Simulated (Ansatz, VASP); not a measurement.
Two plane-wave programs on C

```
CELL_PARAMETERS angstrom
2.51802 0.00000 0.00000
-1.25901 2.18067 0.00000
0.00000 0.00000 8.30459
ATOMIC_POSITIONS crystal
C 0.00000 0.00000 0.09297
C 0.00000 0.00000 0.59297
C 0.00000 0.00000 0.40703
C 0.00000 0.00000 0.90703
C 0.33333 0.66667 0.15553
C 0.66667 0.33333 0.65553
C 0.33333 0.66667 0.34447
C 0.66667 0.33333 0.84447
```

Alike in both runs: task single point; functional PBEsol; k mesh 12 × 12 × 4; occupations gaussian, width 0.05 eV; no spin polarisation.

|  | VASP | Ansatz |
| --- | --- | --- |
| version | VASP 6.6.1 | Ansatz 0.2.0 |
| potentials or method | VASP PAW PBE potentials, release 64 (C), cutoff 520 eV | scalar-relativistic, plane waves, PAW |
| valence electrons in the cell | 32 | 32 |

```csv
,VASP,Ansatz,Ansatz less VASP
gap on the k mesh at the Fermi level (eV),4.39,4.40,+0.007
pressure (GPa),-5.5,-6.5,-1.02
"traceless stress, the component that is largest in VASP (GPa)",0.08,0.13,+0.044
```

VASP's potentials were made for PBE, not for PBEsol. The functional is the same, so the differences come from potentials, cutoffs and numerics.
